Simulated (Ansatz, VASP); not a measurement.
# Bi in VASP and in Ansatz

The input INCAR:

```
SYSTEM = Bi
PREC = Accurate
ENCUT = 520
EDIFF = 1E-7
ISMEAR = -1
SIGMA = 0.03
LREAL = .False.
LASPH = .True.
NELM = 80
ALGO = Normal
ISIF = 2
LWAVE = .False.
LCHARG = .True.
GGA = PE
LELF = .True.
LVHAR = .True.
NBANDS = 22
```

File KPOINTS:

```
Automatic mesh
0
Gamma
  9 9 3
  0 0 0
```

The input POSCAR:

```
Bi
1.0
    4.5690607804      0.0000000000      0.0000000000
   -2.2845303902      3.9569227073      0.0000000000
    0.0000000000      0.0000000000     11.9073400314
Bi
2
Direct
    0.3333333333      0.6666666667      0.2500000000
    0.6666666667      0.3333333333      0.7500000000
```

Input for Ansatz:

```yaml
crystal:
  lattice:
    - [4.5690607804, 0.0, 0.0]
    - [-2.2845303902, 3.9569227073, 0.0]
    - [0.0, 0.0, 11.9073400314]
  atoms:
    - { symbol: Bi, position: [0.3333333333, 0.6666666667, 0.25] }
    - { symbol: Bi, position: [0.6666666667, 0.3333333333, 0.75] }
kpoints:
  mp_grid: { grid: [9, 9, 3] }
  band_path:
    path:
      - [0.0, 0.0, 0.0]
      - [0.5, 0.0, 0.0]
      - [0.3333333333, 0.3333333333, 0.0]
      - [0.0, 0.0, 0.0]
      - [0.0, 0.0, 0.5]
      - [0.5, 0.0, 0.5]
      - [0.3333333333, 0.3333333333, 0.5]
      - [0.0, 0.0, 0.5]
      - [0.5, 0.0, 0.5]
    npoints: 5
scf:
  occupations: { method: fermi_dirac, width: 0.03 }
hamiltonian:
  xc: pbe
  pseudopotentials: { kind: all_electron, lapw: { basis_error: 0.0005 } }
output:
  forces: true
  stress: true
  eigenvalues: true
```

Change from the starting cell: volume scaled by 1.02.

Alike in both runs: task single point; functional PBE; k mesh 9 × 9 × 3; occupations fermi-dirac, width 0.03 eV; no spin polarisation.

|  | VASP | Ansatz |
| --- | --- | --- |
| version | VASP 6.6.1 | Ansatz 0.2.0 |
| potentials or method | VASP PAW PBE potentials, release 64 (Bi_d), cutoff 520 eV | all-electron LAPW, scalar-relativistic |

```tsv
	VASP	Ansatz	Ansatz less VASP
pressure (GPa)	-3.2	-3.2	+0.02
traceless stress, the component that is largest in VASP (GPa)	2.87	2.86	-0.001
```

Ansatz ran all-electron here, and VASP with PAW potentials.

Neither program's run includes spin-orbit coupling.
